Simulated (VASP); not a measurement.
Set up this calculation in VASP 6.6.1, as the native input.

- Task: single point
- Functional: PBE
- Potentials or basis: VASP PAW PBE potentials, release 64 (Ni)
- Cutoff: 520 eV
- k mesh: 8 × 8 × 8
- Occupations: gaussian, width 0.1 eV
- Spin: collinear spin, ferromagnetic start
- Starting moments: [2.0] μB
- Dipole correction: no
- Further INCAR settings: ALGO = Normal; EDIFF = 1e-06; NBANDS = 15

The structure of Ni lies in POSCAR:

```
Ni
1.0
    0.0000000000      1.7679500000      1.7679500000
    1.7679500000      0.0000000000      1.7679500000
    1.7679500000      1.7679500000      0.0000000000
Ni
1
Direct
    0.0000000000      0.0000000000      0.0000000000
```

The input as run:

INCAR

```
SYSTEM = Ni
PREC = Accurate
ENCUT = 520
EDIFF = 1E-6
ISMEAR = 0
SIGMA = 0.1
LREAL = .False.
LASPH = .True.
NELM = 150
ALGO = Normal
ISIF = 2
LWAVE = .False.
LCHARG = .False.
ISPIN = 2
MAGMOM = 2
LORBIT = 11
LMAXMIX = 4
GGA = PE
NBANDS = 15
```

KPOINTS

```
regular mesh
0
Gamma
  8 8 8
  0 0 0
```

Potentials or basis: VASP PAW PBE potentials, release 64 (Ni).

Launch:

```console
$ cat potpaw_PBE.64/Ni/POTCAR > POTCAR
$ mpirun -np 1 vasp_std > vasp.out
```

It gave:

```
Pressure                                              : -2.5 GPa
Net moment                                            : 0.70 μB per cell
Site moments                                          : Ni +0.71 μB
Valence electrons inside the program's atomic spheres : Ni 9.28
```

Caveat: the k points lie up to 0.38 Å⁻¹ apart.

Wall time 5.4 s on 1 thread of Intel(R) Xeon(R) 6975P-C (Granite Rapids) (shared host), peak memory 0.13 GiB.
